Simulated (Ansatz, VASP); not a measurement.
**Br in VASP and in Ansatz**

The input INCAR:

```
ALGO = Normal
EDIFF = 1E-7
ENCUT = 520
GGA = PE
ISIF = 2
ISMEAR = 0
LASPH = T
LCHARG = F
LREAL = F
LWAVE = F
NBANDS = 30
NELM = 100
PREC = Accurate
SIGMA = 0.1
```

Contents of KPOINTS:

```
k-points
0
Gamma
  6 6 1
```

File POSCAR:

```
Br
1.0
    3.5826149500      0.0000000000      0.0000000000
   -1.7913074800      3.1026355600      0.0000000000
    0.0000000000      0.0000000000     17.5812891200
Br
6
Direct
    0.0000000000      0.0000000000      0.8329506500
    0.3333333300      0.6666666700      0.0088206300
    0.0000000000      0.0000000000      0.1717319000
    0.3333333300      0.6666666700      0.3338604000
    0.0000000000      0.0000000000      0.4953868400
    0.3333333300      0.6666666700      0.6572485600
```

Input for Ansatz:

```yaml
crystal:
  lattice:
    - [3.58261495, 0.0, 0.0]
    - [-1.79130748, 3.10263556, 0.0]
    - [0.0, 0.0, 17.58128912]
  atoms:
    - { symbol: Br, position: [0.0, 0.0, 0.83295065] }
    - { symbol: Br, position: [0.33333333, 0.66666667, 0.00882063] }
    - { symbol: Br, position: [0.0, 0.0, 0.1717319] }
    - { symbol: Br, position: [0.33333333, 0.66666667, 0.3338604] }
    - { symbol: Br, position: [0.0, 0.0, 0.49538684] }
    - { symbol: Br, position: [0.33333333, 0.66666667, 0.65724856] }
basis:
  ecutwfc: 420
kpoints:
  mp_grid: { grid: [6, 6, 1] }
hamiltonian:
  xc: pbe
scf:
  occupations: { method: gaussian, width: 0.1 }
  lower_state_search: "off"
output:
  forces: true
  stress: true
  eigenvalues: true
```

Alike in both runs: task single point; functional PBE; k mesh 6 × 6 × 1; occupations gaussian, width 0.1 eV; no spin polarisation.

|  | VASP | Ansatz |
| --- | --- | --- |
| version | VASP 6.6.1 | Ansatz 0.2.0 |
| potentials or method | VASP PAW PBE potentials, release 64 (Br), cutoff 520 eV | scalar-relativistic, plane waves, PAW |
| valence electrons in the cell | 42 | 42 |

```csv
,VASP,Ansatz,Ansatz less VASP
gap on the k mesh at the Fermi level (eV),none,none,-
pressure (GPa),-3.0,-3.0,0.00
"traceless stress, the component that is largest in VASP (GPa)",-0.34,-0.34,0.000
rms of the force components (eV/Å),0.041,0.041,0.0000
```

Atom by atom the forces differ by 0.000 eV/Å (rms over components). A gap of «none» marks a metal or a gap that the smearing closes.
